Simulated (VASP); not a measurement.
# Sb (P1) in VASP: single point with PBE

Aim: the single point of Sb with PBE.

Program: VASP 6.6.1. These are calculated values, not measurements. Logs are shortened: lines on timing, memory, paths and dates and some standing lists are left out, and cuts for length are marked.

## Step 1: The cell of the first run

The typed cell holds 3 atoms: a = 4.098 Å, b = 4.183 Å, c = 6.773 Å, α = 95.12°, β = 85.90°, γ = 121.08°.

## Step 2: Single point, PBE

The input, INCAR:

```
PREC = Accurate
ENCUT = 500
EDIFF = 1E-6
ISMEAR = -1
SIGMA = 0.15
LREAL = False
LASPH = True
NELM = 120
ALGO = Normal
ISIF = 2
LWAVE = False
LCHARG = True
GGA = PE
LELF = True
LVHAR = True
NBANDS = 14
GGA_COMPAT = False
```

The input, KPOINTS:

```
Automatic mesh
0
Gamma
  2 2 1
  0.5 0.5 0
```

The input, POSCAR:

```
Sb
1.0
    4.0953430000     -0.0610050000      0.1466370000
   -2.1005040000      3.6125220000     -0.1860040000
    0.2394570000     -0.2124820000      6.7655660000
Sb
3
Direct
    0.9341240000      0.1934520000      0.2057470000
    1.2737390000      0.8946740000      0.4504130000
    1.6293930000      0.5638010000      0.9633980000
```

Potentials or basis: VASP PAW PBE potentials, release 64 (Sb).

On the command line:

```sh
> cat potpaw_PBE.64/Sb/POTCAR > POTCAR
> mpirun -np 1 vasp_std > vasp.out
```

OUTCAR:

```text
PREC = Accurate
   ENCUT = 500
   EDIFF = 1E-6
   ISMEAR = -1
   LREAL = False
   LASPH = True
   NELM = 120
   ISIF = 2
   GGA = PE

 ion  position               nearest neighbor table
   1  0.934  0.193  0.206-   3 2.70   2 2.81   3 2.91   2 2.92   2 2.96   3 3.07
   2  0.274  0.895  0.450-   1 2.81   1 2.92   1 2.96
   3  0.629  0.564  0.963-   1 2.70   1 2.91   1 3.07

  LATTYP: Found a triclinic cell.
 ALAT       =     4.1829451039
 B/A-ratio  =     2.2533152674
 C/A-ratio  =     0.9738589629
 COS(alpha) =     0.0040805666
 COS(beta)  =     0.5074689842
 COS(gamma) =     0.6041134418

  Lattice vectors:

 A1 = (  -2.1005040000,   3.6125220000,  -0.1860040000)
 A2 = (  -5.9563900000,   3.4610450000,   6.4329250000)
 A3 = (   1.9948390000,   3.5515170000,  -0.0393670000)

Analysis of symmetry for initial positions (statically):
=====================================================================
 Subroutine PRICEL returns:
 Original cell was already a primitive cell.

 Routine SETGRP: Setting up the symmetry group for a
 triclinic supercell.

 Subroutine GETGRP returns: Found  1 space group operations
 (whereof  1 operations were pure point group operations)
 out of a pool of  2 trial point group operations.

The static configuration has the point symmetry C_1 .

Analysis of symmetry for dynamics (positions and initial velocities):
=====================================================================
 Subroutine PRICEL returns:
 Original cell was already a primitive cell.

 Routine SETGRP: Setting up the symmetry group for a
 triclinic supercell.

 Subroutine GETGRP returns: Found  1 space group operations
 (whereof  1 operations were pure point group operations)
 out of a pool of  2 trial point group operations.

The dynamic configuration has the point symmetry C_1 .

 Subroutine INISYM returns: Found  1 space group operations
 (whereof  1 operations are pure point group operations),
 and found     1 'primitive' translations

----------------------------------------------------------------------------------------

                                     Primitive cell

  volume of cell :      99.0058

  direct lattice vectors                    reciprocal lattice vectors
     4.095343000 -0.061005000  0.146637000     0.246462693  0.143088183 -0.004229292
    -2.100504000  3.612522000 -0.186004000     0.003854074  0.279500828  0.008641703
     0.239457000 -0.212482000  6.765566000    -0.005235878  0.004582950  0.148136543

  length of vectors
     4.098421441  4.182945104  6.773136021     0.285019252  0.279660948  0.148299876

  position of ions in fractional coordinates (direct lattice)
     0.934124000  0.193452000  0.205747000
     0.273739000  0.894674000  0.450413000
     0.629393000  0.563801000  0.963398000

  ion indices of the primitive-cell ions
   primitive index   ion index
                 1           1
                 2           2
                 3           3

----------------------------------------------------------------------------------------

 KPOINTS: Automatic mesh

Automatic generation of k-mesh.
 Grid dimensions read from file:
 generate k-points for:    2    2    1

 Generating k-lattice:

  Cartesian coordinates                     Fractional coordinates (reciprocal lattice)
     0.123231347  0.071544091 -0.002114646     0.500000000  0.000000000 -0.000000000
     0.001927037  0.139750414  0.004320851    -0.000000000  0.500000000 -0.000000000
    -0.005235878  0.004582950  0.148136543     0.000000000  0.000000000  1.000000000

  Length of vectors
     0.142509626  0.139830474  0.148299876

  Shift w.r.t. Gamma in fractional coordinates (k-lattice)
     0.500000000  0.500000000  0.000000000

 Subroutine IBZKPT returns following result:
 ===========================================

 Found      2 irreducible k-points:

 Following reciprocal coordinates:
            Coordinates               Weight
  0.250000  0.250000  0.000000      2.000000
 -0.250000  0.250000 -0.000000      2.000000
   k-points           NKPTS =      2   k-points in BZ     NKDIM =      2   number of bands    NBANDS=     14
   number of dos      NEDOS =    301   number of ions     NIONS =      3
   total plane-waves  NPLWV =  48000
   dimension x,y,z NGX =    30 NGY =   32 NGZ =   50
   dimension x,y,z NGXF=    60 NGYF=   64 NGZF=  100
   ions per type =               3
   NGX,Y,Z   is equivalent  to a cutoff of  12.17, 12.72, 12.27 a.u.
   NGXF,Y,Z  is equivalent  to a cutoff of  24.34, 25.44, 24.54 a.u.
 SYSTEM =  unknown system
   PREC   = accura    normal or accurate (medium, high low for compatibility)
   ISTART =      0    job   : 0-new  1-cont  2-samecut
   ICHARG =      2    charge: 1-file 2-atom 10-const
   ISPIN  =      1    spin polarized calculation?
   LNONCOLLINEAR =      F non collinear calculations
   LSORBIT =      F    spin-orbit coupling
   LASPH  =      T    aspherical Exc in radial PAW
   ENCUT  =  500.0 eV  36.75 Ry    6.06 a.u.   7.47  7.63 12.35*2*pi/ulx,y,z
   NELM   =    120;   NELMIN=  2; NELMDL= -5     # of ELM steps
   EDIFF  = 0.1E-05   stopping-criterion for ELM
   LREAL  =      F    real-space projection
   EDIFFG = 0.1E-04   stopping-criterion for IOM
   NSW    =      0    number of steps for IOM
   IBRION =     -1    ionic relax: 0-MD 1-quasi-New 2-CG
   NFREE  =      0    steps in history (QN), initial steepest desc. (CG)
   ISIF   =      2    stress and relaxation
   ISYM   =      2    0-nonsym 1-usesym 2-fastsym
   POTIM  = 0.5000    time-step for ionic-motion
   TEBEG  =    0.0;   TEEND  =   0.0 temperature during run
   PSTRESS=    0.0 pullay stress
   NELECT =      15.0000    total number of electrons
   NUPDOWN=      -1.0000    fix difference up-down
   EMIN   =  10.00;   EMAX   =-10.00  energy-range for DOS
   EFERMI =   0.00;   METHOD = LEGACY
   ISMEAR =    -1;   SIGMA  =   0.15  broadening in eV -4-tet -1-fermi 0-gaus
   EFERMI_NEDOS =   21; number of points for ismear=-14 and -15
   IALGO  =     38    algorithm
   IMIX   =      4    mixing-type and parameters
     AMIX     =   0.40;   BMIX     =  1.00
     AMIX_MAG =   1.60;   BMIX_MAG =  1.00
  volume/ion in A,a.u.               =      33.00       222.71
  Fermi-wavevector in a.u.,A,eV,Ry     =   0.872740  1.649240 10.363227  0.761676
  Thomas-Fermi vector in A             =   1.992033
   LORBIT       =      0    0 simple, 1 ext, 2 COOP (PROOUT), +10 PAW based schemes
   GGA     = PE    functional components
   LHFCALC =     F    Hartree Fock is set to
   AEXX    =    0.0000 exact exchange contribution
   IVDW    =     0    specifies the selected vdW correction
   LEPSILON=     F    determine dielectric tensor
   LRPA    =     F    only Hartree local field effects (RPA)
 non-spin polarized calculation
  energy-cutoff  :      500.00
  volume of cell :       99.01
 maximum number of plane-waves:      2526
 NGX is ok and might be reduce to    30
   NGX = 15   NGY = 15   NGZ = 25

 number of electron      15.0000000 magnetization

 Free energy of the ion-electron system (eV)
  ---------------------------------------------------
  ext. energy  EPLUGINS =         0.00000000
  ---------------------------------------------------
  free energy    TOTEN  =       -11.26039572 eV

  energy without entropy =      -11.00489407  energy(sigma->0) =      -11.13264490

 E-fermi :   6.1487     XC(G=0):  -9.0372

 val. band max:        5.9979861793   @ k =  -0.2500   0.2500  -0.0000
 cond. band min:       6.3404712015   @ k =  -0.2500   0.2500  -0.0000
 fundamental gap:      0.3424850222
 Fermi energy:         6.1487483224

 k-point     1 :       0.2500    0.2500    0.0000
  band No.  band energies     occupation
      1      -5.0096      2.00000
      2      -2.8771      2.00000
      3      -2.7366      2.00000
      4       1.1752      2.00000
      5       2.3674      2.00000
      6       2.9933      2.00000
      7       4.3913      1.99998
      8       5.7104      1.89787
      9       6.6400      0.07290
     10       8.9820      0.00000
     11      10.3404      0.00000
     12      10.4752      0.00000
     13      11.9701      0.00000
     14      12.2436      0.00000

 k-point     2 :      -0.2500    0.2500   -0.0000
  band No.  band energies     occupation
      1      -6.4693      2.00000
      2      -3.3831      2.00000
      3      -0.7189      2.00000
      4       1.9688      2.00000
      5       3.1858      2.00000
      6       3.6916      2.00000
      7       5.9980      1.46411
      8       6.3405      0.43573
      9       6.5494      0.12940
     10       8.6721      0.00000
     11       9.6095      0.00000
     12       9.8324      0.00000
     13      11.0226      0.00000
     14      12.4433      0.00000

------------------------ aborting loop because EDIFF is reached ----------------------------------------

  FORCE on cell =-STRESS in cart. coord.  units (eV):
  Direction    XX          YY          ZZ          XY          YZ          ZX
  --------------------------------------------------------------------------------------
  -------------------------------------------------------------------------------------
  Total        0.7776507      3.7911144      3.3730921      2.4838197      2.1969619     -2.2980047
  in kB       12.5844587     61.3503264     54.5856128     40.1948175     35.5526934    -37.1878351
  external PRESSURE =      42.8401327 kB  Pullay stress =       0.0000000 kB

 VOLUME and BASIS-vectors are now :
 -----------------------------------------------------------------------------
  energy-cutoff  :      500.00
  volume of cell :       99.01
      direct lattice vectors                 reciprocal lattice vectors
     4.095343000 -0.061005000  0.146637000     0.246462693  0.143088183 -0.004229292
    -2.100504000  3.612522000 -0.186004000     0.003854074  0.279500828  0.008641703
     0.239457000 -0.212482000  6.765566000    -0.005235878  0.004582950  0.148136543

 POSITION                                       TOTAL-FORCE (eV/Angst)
 -----------------------------------------------------------------------------------
      3.46848      0.59815      1.49299         0.148943      0.880159      0.183719
     -0.65036      3.11963      2.92103        -0.957383      0.413684      2.557781
      1.62401      1.79364      6.50536         0.808440     -1.293844     -2.741501
 -----------------------------------------------------------------------------------
    total drift:                               -0.000010     -0.000040      0.000063

  FREE ENERGIE OF THE ION-ELECTRON SYSTEM (eV)
  ---------------------------------------------------
  free  energy   TOTEN  =       -11.2603957201 eV

  energy  without entropy=      -11.0048940713  energy(sigma->0) =      -11.13264490
```

Wall time 18 s (1 thread of Intel Xeon 8259CL, shared host); peak memory 0.19 GiB.

Results:

| Item | Value |
| --- | --- |
| Free energy | -11.2604 eV |
| Pressure | 4.3 GPa |
| Largest force | 3.137 eV/Å |

Forces in eV/Å, atoms in the order of the input:
```
Sb   0.149  0.880  0.184
Sb  -0.957  0.414  2.558
Sb   0.808 -1.294 -2.742
```

Stress tensor (GPa, compression positive):
```
 1.26  4.02 -3.72
 4.02  6.14  3.56
-3.72  3.56  5.46
```

Levels at points of the mesh, in eV from the Fermi level:
```tsv
k point	band 4	band 5	band 6	band 7	band 8	band 9	band 10	band 11
(0.25, 0.25, 0.00)	-4.97	-3.78	-3.16	-1.76	-0.44	0.49	2.83	4.19
```

Caveat: the k points lie up to 0.93 Å⁻¹ apart; spin-orbit coupling is left out, which moves the levels of the heavy elements; forces of over 1 eV/Å act on the atoms, so gaps and moduli don't describe the material at rest.
